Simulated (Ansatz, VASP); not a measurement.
Two plane-wave programs on SnO2

File POSCAR:

```
SnO2
1.0
    0.0586075359      2.5920745063      2.5920745063
    2.5920745063      0.0586075359      2.5920745063
    2.5920745063      2.5920745063      0.0586075359
Sn O
1 2
Direct
    0.0000000000      0.0000000000      0.0000000000
    0.2497762020      0.2497762020      0.2497762020
    0.7502237980      0.7502237980      0.7502237980
```

INCAR.step1

```
SYSTEM = SnO2
PREC = Accurate ; ENCUT = 520
ISMEAR = -1 ; SIGMA = 0.02
LREAL = .False. ; LASPH = .True.
NELM = 60 ; NBANDS = 20
GGA = PE ; ALGO = Normal
EDIFF = 1E-4 ; LWAVE = .True.
LCHARG = .False.
```

The input INCAR.step2:

```
SYSTEM = SnO2
PREC = Accurate ; ENCUT = 520
EDIFF = 1E-6 ; ISMEAR = -1
SIGMA = 0.02 ; LREAL = .False.
LASPH = .True. ; NELM = 60
ALGO = Normal ; ISIF = 2
LWAVE = .False. ; LCHARG = .False.
METAGGA = R2SCAN ; LMIXTAU = .True.
NBANDS = 20 ; ISTART = 1
```

Contents of KPOINTS:

```
Automatic mesh
0
Gamma
  8 8 8
  0 0 0
```

Input for Ansatz:

```yaml
crystal:
  lattice:
    - [0.0586075359, 2.5920745063, 2.5920745063]
    - [2.5920745063, 0.0586075359, 2.5920745063]
    - [2.5920745063, 2.5920745063, 0.0586075359]
  atoms:
    - { symbol: Sn, position: [0.0, 0.0, 0.0] }
    - { symbol: O, position: [0.249776202, 0.249776202, 0.249776202] }
    - { symbol: O, position: [0.750223798, 0.750223798, 0.750223798] }
kpoints:
  mp_grid: { grid: [8, 8, 8] }
  band_path:
    path:
      - [0.0, 0.0, 0.0]
      - [0.5, 0.0, 0.5]
      - [0.625, 0.25, 0.625]
      - [0.375, 0.375, 0.75]
      - [0.5, 0.5, 0.5]
      - [0.5, 0.25, 0.75]
    npoints: 1
hamiltonian:
  xc: r2scan
scf:
  occupations: { method: fermi_dirac, width: 0.02 }
  n_extra_bands: 4
output:
  forces: true
  stress: true
  eigenvalues: true
```

Change from the starting cell: shear_111 strain +3.5%.

Alike in both runs: task single point; functional r2SCAN; k mesh 8 × 8 × 8; occupations fermi-dirac, width 0.02 eV; no spin polarisation.

|  | VASP | Ansatz |
| --- | --- | --- |
| version | VASP 6.6.1 | Ansatz 0.2.0 |
| potentials or method | VASP PAW PBE potentials, release 64 (Sn_d, O) | plane waves, PAW |
| plane-wave cutoff (eV) | 520 | 500 |
| valence electrons in the cell | 26 | 26 |

```tsv
	VASP	Ansatz	Ansatz less VASP
pressure (GPa)	-5.7	-6.9	-1.18
traceless stress, the component that is largest in VASP (GPa)	-0.11	-0.04	+0.069
rms of the force components (eV/Å)	0.004	0.001	-0.0035
```

VASP's potentials were made for PBE, not for r2SCAN. Atom by atom the forces differ by 0.005 eV/Å (rms over components).
